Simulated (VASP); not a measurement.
# TiO2 (P4_2/mnm) in VASP: further runs

TiO2 is run at these levels: PBE; tasks: single point.

All numbers are computed with VASP 6.6.1; they aren't measurements. Logs are shortened: lines on timing, memory, paths and dates and some standing lists are left out, and cuts for length are marked.

## 1. The cell of the first run

Symmetry: P4_2/mnm, No. 136, tetragonal system. The conventional cell has a = 4.413 Å, b = 4.413 Å, c = 2.835 Å, α = 90.00°, β = 90.00°, γ = 90.00°. Ti (site symmetry mmm) has 6 O at 1.88 Å within 2.5 Å. Within 2.5 Å of O (site symmetry m2m) lie 3 Ti at 1.88 Å and 1 O at 2.48 Å.

## 2. Single point, PBE (strain -4.0%)

File INCAR:

```
PREC     = Accurate       # precision mode
ENCUT    = 520            # plane-wave cutoff, eV
EDIFF    = 1E-6           # SCF threshold, eV
ISMEAR   = -1             # smearing method
SIGMA    = 0.02           # smearing width, eV
LREAL    = False          # projectors in reciprocal space
LASPH    = True           # aspherical terms in the spheres
NELM     = 100            # most SCF steps
ALGO     = Normal         # electronic algorithm
ISIF     = 2              # what is computed and relaxed
LWAVE    = False          # write WAVECAR
LCHARG   = False          # write CHGCAR
GGA      = PE             # functional
NBANDS   = 33             # bands
```

File KPOINTS:

```
Automatic mesh
0
Gamma
  6 6 8
```

File POSCAR:

```
TiO2
1.0
    4.4129793542      0.0000000000      0.0000000000
    0.0000000000      4.4129793542      0.0000000000
    0.0000000000      0.0000000000      2.8353516159
Ti O
2 4
Direct
    0.0000000000      0.0000000000      0.0000000000
    0.5000000000      0.5000000000      0.5000000000
    0.3011101844      0.3011101844      0.0000000000
    0.1988898156      0.8011101844      0.5000000000
    0.8011101844      0.1988898156      0.5000000000
    0.6988898156      0.6988898156      0.0000000000
```

Potentials or basis: VASP PAW PBE potentials, release 64 (Ti_sv, O).

Started as:

```sh
$ cat potpaw_PBE.64/Ti_sv/POTCAR potpaw_PBE.64/O/POTCAR > POTCAR
$ mpirun -np 1 vasp_std > vasp.out
```

OUTCAR:

```text
PREC = Accurate
   ENCUT = 520
   EDIFF = 1E-6
   ISMEAR = -1
   LREAL = False
   LASPH = True
   NELM = 100
   ISIF = 2
   GGA = PE

 ion  position               nearest neighbor table
   1  0.000  0.000  0.000-   3 1.88   6 1.88   5 1.88   4 1.88   4 1.88   5 1.88
   2  0.500  0.500  0.500-   4 1.88   5 1.88   3 1.88   6 1.88   3 1.88   6 1.88
   3  0.301  0.301  0.000-   1 1.88   2 1.88   2 1.88
   4  0.199  0.801  0.500-   2 1.88   1 1.88   1 1.88
   5  0.801  0.199  0.500-   2 1.88   1 1.88   1 1.88
   6  0.699  0.699  0.000-   1 1.88   2 1.88   2 1.88

  LATTYP: Found a simple tetragonal cell.
 ALAT       =     4.4129793542
 C/A-ratio  =     0.6425028055

  Lattice vectors:

 A1 = (   4.4129793542,   0.0000000000,   0.0000000000)
 A2 = (   0.0000000000,   4.4129793542,   0.0000000000)
 A3 = (   0.0000000000,   0.0000000000,   2.8353516159)

Analysis of symmetry for initial positions (statically):
=====================================================================
 Subroutine PRICEL returns:
 Original cell was already a primitive cell.

 Routine SETGRP: Setting up the symmetry group for a
 simple tetragonal supercell.

 Subroutine GETGRP returns: Found 16 space group operations
 (whereof  8 operations were pure point group operations)
 out of a pool of 16 trial point group operations.

The static configuration has the point symmetry D_2h.
 The point group associated with its full space group is D_4h.

Analysis of symmetry for dynamics (positions and initial velocities):
=====================================================================
 Subroutine PRICEL returns:
 Original cell was already a primitive cell.

 Routine SETGRP: Setting up the symmetry group for a
 simple tetragonal supercell.

 Subroutine GETGRP returns: Found 16 space group operations
 (whereof  8 operations were pure point group operations)
 out of a pool of 16 trial point group operations.

The dynamic configuration has the point symmetry D_2h.
 The point group associated with its full space group is D_4h.

 Subroutine INISYM returns: Found 16 space group operations
 (whereof  8 operations are pure point group operations),
 and found     1 'primitive' translations

----------------------------------------------------------------------------------------

                                     Primitive cell

  volume of cell :      55.2167

  direct lattice vectors                    reciprocal lattice vectors
     4.412979354  0.000000000  0.000000000     0.226604278  0.000000000  0.000000000
     0.000000000  4.412979354  0.000000000     0.000000000  0.226604278  0.000000000
     0.000000000  0.000000000  2.835351616     0.000000000  0.000000000  0.352689943

  length of vectors
     4.412979354  4.412979354  2.835351616     0.226604278  0.226604278  0.352689943

  position of ions in fractional coordinates (direct lattice)
     0.000000000  0.000000000  0.000000000
     0.500000000  0.500000000  0.500000000
     0.301110184  0.301110184  0.000000000
     0.198889816  0.801110184  0.500000000
     0.801110184  0.198889816  0.500000000
     0.698889816  0.698889816  0.000000000

  ion indices of the primitive-cell ions
   primitive index   ion index
                 1           1
                 2           2
                 3           3
                 4           4
                 5           5
                 6           6

----------------------------------------------------------------------------------------

 KPOINTS: Automatic mesh

Automatic generation of k-mesh.
 Grid dimensions read from file:
 generate k-points for:    6    6    8

 Generating k-lattice:

  Cartesian coordinates                     Fractional coordinates (reciprocal lattice)
     0.037767380  0.000000000  0.000000000     0.166666667  0.000000000  0.000000000
     0.000000000  0.037767380  0.000000000     0.000000000  0.166666667  0.000000000
     0.000000000  0.000000000  0.044086243     0.000000000  0.000000000  0.125000000

  Length of vectors
     0.037767380  0.037767380  0.044086243

  Shift w.r.t. Gamma in fractional coordinates (k-lattice)
     0.000000000  0.000000000  0.000000000

 Subroutine IBZKPT returns following result:
 ===========================================

 Found     50 irreducible k-points:

 Following reciprocal coordinates:
            Coordinates               Weight
  0.000000  0.000000  0.000000      1.000000
  0.166667  0.000000  0.000000      4.000000
  0.333333  0.000000  0.000000      4.000000
  0.500000  0.000000  0.000000      2.000000
  0.166667  0.166667  0.000000      4.000000
  0.333333  0.166667  0.000000      8.000000
[... 16 lines left out ...]
  0.333333  0.000000  0.250000      8.000000
  0.500000  0.000000  0.250000      4.000000
 [... further k-points ...]
   k-points           NKPTS =     50   k-points in BZ     NKDIM =     50   number of bands    NBANDS=     33
   number of dos      NEDOS =    301   number of ions     NIONS =      6
   total plane-waves  NPLWV =  31104
   dimension x,y,z NGX =    36 NGY =   36 NGZ =   24
   dimension x,y,z NGXF=    72 NGYF=   72 NGZF=   48
   ions per type =               2   4
   NGX,Y,Z   is equivalent  to a cutoff of  13.56, 13.56, 14.07 a.u.
   NGXF,Y,Z  is equivalent  to a cutoff of  27.12, 27.12, 28.14 a.u.
 SYSTEM =  unknown system
   PREC   = accura    normal or accurate (medium, high low for compatibility)
   ISTART =      0    job   : 0-new  1-cont  2-samecut
   ICHARG =      2    charge: 1-file 2-atom 10-const
   ISPIN  =      1    spin polarized calculation?
   LNONCOLLINEAR =      F non collinear calculations
   LSORBIT =      F    spin-orbit coupling
   LASPH  =      T    aspherical Exc in radial PAW
   ENCUT  =  520.0 eV  38.22 Ry    6.18 a.u.   8.21  8.21  5.27*2*pi/ulx,y,z
   NELM   =    100;   NELMIN=  2; NELMDL= -5     # of ELM steps
   EDIFF  = 0.1E-05   stopping-criterion for ELM
   LREAL  =      F    real-space projection
   EDIFFG = 0.1E-04   stopping-criterion for IOM
   NSW    =      0    number of steps for IOM
   IBRION =     -1    ionic relax: 0-MD 1-quasi-New 2-CG
   NFREE  =      0    steps in history (QN), initial steepest desc. (CG)
   ISIF   =      2    stress and relaxation
   ISYM   =      2    0-nonsym 1-usesym 2-fastsym
   POTIM  = 0.5000    time-step for ionic-motion
   TEBEG  =    0.0;   TEEND  =   0.0 temperature during run
   PSTRESS=    0.0 pullay stress
   NELECT =      48.0000    total number of electrons
   NUPDOWN=      -1.0000    fix difference up-down
   EMIN   =  10.00;   EMAX   =-10.00  energy-range for DOS
   EFERMI =   0.00;   METHOD = LEGACY
   ISMEAR =    -1;   SIGMA  =   0.02  broadening in eV -4-tet -1-fermi 0-gaus
   EFERMI_NEDOS =   21; number of points for ismear=-14 and -15
   IALGO  =     38    algorithm
   IMIX   =      4    mixing-type and parameters
     AMIX     =   0.40;   BMIX     =  1.00
     AMIX_MAG =   1.60;   BMIX_MAG =  1.00
  volume/ion in A,a.u.               =       9.20        62.10
  Fermi-wavevector in a.u.,A,eV,Ry     =   1.562422  2.952549 33.214031  2.441162
  Thomas-Fermi vector in A             =   2.665343
   LORBIT       =      0    0 simple, 1 ext, 2 COOP (PROOUT), +10 PAW based schemes
   GGA     = PE    functional components
[... 5 lines left out ...]
 non-spin polarized calculation
  energy-cutoff  :      520.00
  volume of cell :       55.22
 maximum number of plane-waves:      1514
 NGX is ok and might be reduce to    36
   NGX = 17   NGY = 17   NGZ = 11

 number of electron      48.0000012 magnetization

 Free energy of the ion-electron system (eV)
  ---------------------------------------------------
  ext. energy  EPLUGINS =         0.00000000
  ---------------------------------------------------
  free energy    TOTEN  =       -52.60369281 eV

  energy without entropy =      -52.60369281  energy(sigma->0) =      -52.60369281

 E-fermi :   6.6763     XC(G=0): -12.0884

 val. band max:        6.2520624353   @ k =   0.0000   0.0000   0.0000
 cond. band min:       8.2640964524   @ k =   0.0000   0.0000   0.0000
 fundamental gap:      2.0120340171
 Fermi energy:         6.6763136744

 k-point     1 :       0.0000    0.0000    0.0000
  band No.  band energies     occupation
      1     -50.3270      2.00000
      2     -50.2939      2.00000
      3     -26.7900      2.00000
      4     -26.7900      2.00000
      5     -26.5142      2.00000
      6     -26.5142      2.00000
[... 25 lines left out ...]
     32      13.7756      0.00000
     33      13.7770      0.00000

 k-point     2 :       0.1667    0.0000    0.0000
  band No.  band energies     occupation
      1     -50.3248      2.00000
      2     -50.2961      2.00000
      3     -26.7740      2.00000
      4     -26.7721      2.00000
      5     -26.5349      2.00000
      6     -26.5328      2.00000
[... 25 lines left out ...]
     32      13.6457      0.00000
     33      13.6736      0.00000

 k-point     3 :       0.3333    0.0000    0.0000
  band No.  band energies     occupation
      1     -50.3187      2.00000
      2     -50.3021      2.00000
      3     -26.7290      2.00000
      4     -26.7232      2.00000
      5     -26.5890      2.00000
      6     -26.5830      2.00000
[... 25 lines left out ...]
     32      13.3811      0.00000
     33      13.4361      0.00000

 k-point     4 :       0.5000    0.0000    0.0000
  band No.  band energies     occupation
      1     -50.3103      2.00000
      2     -50.3103      2.00000
      3     -26.6729      2.00000
      4     -26.6729      2.00000
      5     -26.6419      2.00000
      6     -26.6419      2.00000
[... 25 lines left out ...]
     32      13.2743      0.00000
     33      13.4816      0.00000

 k-point     5 :       0.1667    0.1667    0.0000
  band No.  band energies     occupation
      1     -50.3228      2.00000
      2     -50.2980      2.00000
      3     -26.7963      2.00000
      4     -26.7206      2.00000
      5     -26.5903      2.00000
      6     -26.5106      2.00000
[... 604 lines left out ...]
 k-point    22 :       0.1667    0.0000    0.2500
  band No.  band energies     occupation
      1     -50.2860      2.00000
      2     -50.2656      2.00000
      3     -26.7891      2.00000
      4     -26.7543      2.00000
      5     -26.6750      2.00000
      6     -26.6679      2.00000
[... 25 lines left out ...]
     32      12.9292      0.00000
     33      13.2383      0.00000

 k-point    23 :       0.3333    0.0000    0.2500
  band No.  band energies     occupation
      1     -50.2816      2.00000
      2     -50.2699      2.00000
      3     -26.8013      2.00000
      4     -26.7783      2.00000
      5     -26.6354      2.00000
      6     -26.6184      2.00000
[... 25 lines left out ...]
     32      12.4603      0.00000
     33      13.4680      0.00000

 k-point    24 :       0.5000    0.0000    0.2500
  band No.  band energies     occupation
      1     -50.2757      2.00000
      2     -50.2757      2.00000
      3     -26.7969      2.00000
      4     -26.7969      2.00000
      5     -26.5875      2.00000
      6     -26.5875      2.00000
[... 25 lines left out ...]
     32      12.2728      0.00000
     33      13.9994      0.00000

 [... further k-points ...]
[... 5 lines left out ...]
  --------------------------------------------------------------------------------------
  -------------------------------------------------------------------------------------
  Total       14.4055443     14.4055443     16.8857778      0.0000000      0.0000000      0.0000000
  in kB      417.9935107    417.9935107    489.9603507      0.0000000      0.0000000      0.0000000
  external PRESSURE =     441.9824573 kB  Pullay stress =       0.0000000 kB

 VOLUME and BASIS-vectors are now :
 -----------------------------------------------------------------------------
  energy-cutoff  :      520.00
  volume of cell :       55.22
      direct lattice vectors                 reciprocal lattice vectors
     4.412979354  0.000000000  0.000000000     0.226604278  0.000000000  0.000000000
     0.000000000  4.412979354  0.000000000     0.000000000  0.226604278  0.000000000
     0.000000000  0.000000000  2.835351616     0.000000000  0.000000000  0.352689943

 POSITION                                       TOTAL-FORCE (eV/Angst)
 -----------------------------------------------------------------------------------
      0.00000      0.00000      0.00000         0.000000     -0.000000     -0.000000
      2.20649      2.20649      1.41768         0.000000     -0.000000     -0.000000
      1.32879      1.32879      0.00000        -0.056339     -0.056339      0.000000
      0.87770      3.53528      1.41768         0.056339     -0.056339      0.000000
      3.53528      0.87770      1.41768        -0.056339      0.056339     -0.000000
      3.08419      3.08419      0.00000         0.056339      0.056339     -0.000000
 -----------------------------------------------------------------------------------
    total drift:                               -0.000000      0.000000     -0.000000

  FREE ENERGIE OF THE ION-ELECTRON SYSTEM (eV)
  ---------------------------------------------------
  free  energy   TOTEN  =       -52.6036928128 eV

  energy  without entropy=      -52.6036928128  energy(sigma->0) =      -52.60369281
```

Wall time 74 s (1 thread of AMD EPYC 9R45 (Zen 5), shared host); peak memory 0.18 GiB.

What came out:

| Property | Result |
| --- | --- |
| Free energy | -52.6037 eV |
| Pressure | 44.2 GPa |
| Largest force | 0.080 eV/Å |
| Band gap on the k mesh | 2.01 eV, direct |

Forces in eV/Å, atoms in the order of the input:
```
Ti   0.000  0.000  0.000
Ti   0.000  0.000  0.000
O   -0.056 -0.056  0.000
O    0.056 -0.056  0.000
O   -0.056  0.056  0.000
O    0.056  0.056  0.000
```

Caveat: the cell differs from its parent crystal (strain -4.0%).

## 3. Single point, PBE (strain -2.0%)

File INCAR:

```
ALGO = Normal
EDIFF = 1E-7
ENCUT = 520
GGA = PE
ISIF = 2
ISMEAR = -1
LASPH = True
LCHARG = False
LREAL = False
LWAVE = False
NBANDS = 33
NELM = 60
PREC = Accurate
SIGMA = 0.02
```

File KPOINTS:

```
k-points
0
Gamma
  6 6 8
```

File POSCAR:

```
TiO2
1.0
    4.5049164241      0.0000000000      0.0000000000
    0.0000000000      4.5049164241      0.0000000000
    0.0000000000      0.0000000000      2.8944214413
Ti O
2 4
Direct
    0.0000000000      0.0000000000      0.0000000000
    0.5000000000      0.5000000000      0.5000000000
    0.3026512158      0.3026512158      0.0000000000
    0.1973487842      0.8026512158      0.5000000000
    0.8026512158      0.1973487842      0.5000000000
    0.6973487842      0.6973487842      0.0000000000
```

Potentials or basis: VASP PAW PBE potentials, release 64 (Ti_sv, O).

Started as:

```sh
$ cat potpaw_PBE.64/Ti_sv/POTCAR potpaw_PBE.64/O/POTCAR > POTCAR
$ mpirun -np 1 vasp_std > vasp.out
```

OUTCAR:

```text
EDIFF = 1E-7
   ENCUT = 520
   GGA = PE
   ISIF = 2
   ISMEAR = -1
   LASPH = True
   LREAL = False
   NELM = 60
   PREC = Accurate

 ion  position               nearest neighbor table
   1  0.000  0.000  0.000-   4 1.92   5 1.92   4 1.92   5 1.92   3 1.93   6 1.93
   2  0.500  0.500  0.500-   3 1.92   6 1.92   3 1.92   6 1.92   5 1.93   4 1.93
   3  0.303  0.303  0.000-   2 1.92   2 1.92   1 1.93
   4  0.197  0.803  0.500-   1 1.92   1 1.92   2 1.93
   5  0.803  0.197  0.500-   1 1.92   1 1.92   2 1.93
   6  0.697  0.697  0.000-   2 1.92   2 1.92   1 1.93

[... 1072 lines left out ...]
  -------------------------------------------------------------------------------------
  Total        7.7956476      7.7956476      9.1137837      0.0000000      0.0000000      0.0000000
  in kB      212.6314681    212.6314681    248.5845059      0.0000000      0.0000000      0.0000000
  external PRESSURE =     224.6158140 kB  Pullay stress =       0.0000000 kB

 VOLUME and BASIS-vectors are now :
 -----------------------------------------------------------------------------
  energy-cutoff  :      520.00
  volume of cell :       58.74
      direct lattice vectors                 reciprocal lattice vectors
     4.504916424  0.000000000  0.000000000     0.221979701  0.000000000  0.000000000
     0.000000000  4.504916424  0.000000000     0.000000000  0.221979701  0.000000000
     0.000000000  0.000000000  2.894421441     0.000000000  0.000000000  0.345492189

 POSITION                                       TOTAL-FORCE (eV/Angst)
 -----------------------------------------------------------------------------------
      0.00000      0.00000      0.00000         0.000000      0.000000      0.000000
      2.25246      2.25246      1.44721         0.000000      0.000000      0.000000
      1.36342      1.36342      0.00000        -0.054275     -0.054275      0.000000
      0.88904      3.61588      1.44721         0.054275     -0.054275      0.000000
      3.61588      0.88904      1.44721        -0.054275      0.054275     -0.000000
      3.14150      3.14150      0.00000         0.054275      0.054275     -0.000000
 -----------------------------------------------------------------------------------
    total drift:                                0.000000      0.000000     -0.000000

  FREE ENERGIE OF THE ION-ELECTRON SYSTEM (eV)
  ---------------------------------------------------
  free  energy   TOTEN  =       -53.3278486112 eV

  energy  without entropy=      -53.3278486112  energy(sigma->0) =      -53.32784861
```

OSZICAR:

```text
N       E                     dE             d eps       ncg     rms          rms(c)
DAV:   1     0.663793857130E+03    0.66379E+03   -0.24457E+04  3300   0.175E+03
DAV:   2     0.293390161017E+02   -0.63445E+03   -0.58855E+03  3524   0.519E+02
DAV:   3    -0.651981415986E+02   -0.94537E+02   -0.92373E+02  4528   0.192E+02
DAV:   4    -0.700858233025E+02   -0.48877E+01   -0.48758E+01  4647   0.411E+01
DAV:   5    -0.702694359143E+02   -0.18361E+00   -0.18358E+00  4484   0.677E+00    0.337E+01
DAV:   6    -0.533501264794E+02    0.16919E+02   -0.70213E+01  4332   0.909E+01    0.103E+01
DAV:   7    -0.534745988845E+02   -0.12447E+00   -0.11747E+01  4045   0.307E+01    0.100E+01
DAV:   8    -0.533451912011E+02    0.12941E+00   -0.47156E-01  4254   0.626E+00    0.680E+00
DAV:   9    -0.533888439100E+02   -0.43653E-01   -0.69676E-01  4252   0.953E+00    0.250E+00
DAV:  10    -0.533357781318E+02    0.53066E-01   -0.26317E-01  4098   0.586E+00    0.905E-01
DAV:  11    -0.533280997917E+02    0.76783E-02   -0.24305E-02  4438   0.109E+00    0.244E-01
DAV:  12    -0.533279885937E+02    0.11120E-03   -0.19637E-03  3894   0.355E-01    0.934E-02
DAV:  13    -0.533278563480E+02    0.13225E-03   -0.58189E-04  4144   0.319E-01    0.327E-02
DAV:  14    -0.533278473600E+02    0.89879E-05   -0.48886E-05  4446   0.725E-02    0.506E-03
DAV:  15    -0.533278482396E+02   -0.87956E-06   -0.43073E-06  4024   0.164E-02    0.481E-03
DAV:  16    -0.533278485872E+02   -0.34764E-06   -0.16712E-06  3785   0.899E-03    0.154E-03
DAV:  17    -0.533278486112E+02   -0.23944E-07   -0.10972E-07  2141   0.336E-03
   1 F= -.53327849E+02 E0= -.53327849E+02  d E =-.673901E-14
```

Wall time 82 s (1 thread of AMD EPYC 9R45 (Zen 5), shared host); peak memory 0.19 GiB.

Results:

* Free energy: -53.3278 eV
* Pressure: 22.5 GPa
* Largest force: 0.077 eV/Å
* Band gap on the k mesh: 1.93 eV, direct

Forces on the atoms (eV/Å):
```
Ti   0.000  0.000  0.000
Ti   0.000  0.000  0.000
O   -0.054 -0.054  0.000
O    0.054 -0.054  0.000
O   -0.054  0.054  0.000
O    0.054  0.054  0.000
```

Caveat: the cell differs from its parent crystal (strain -2.0%). A k mesh can miss the band edges.

(Continued in part 2 of 2.)
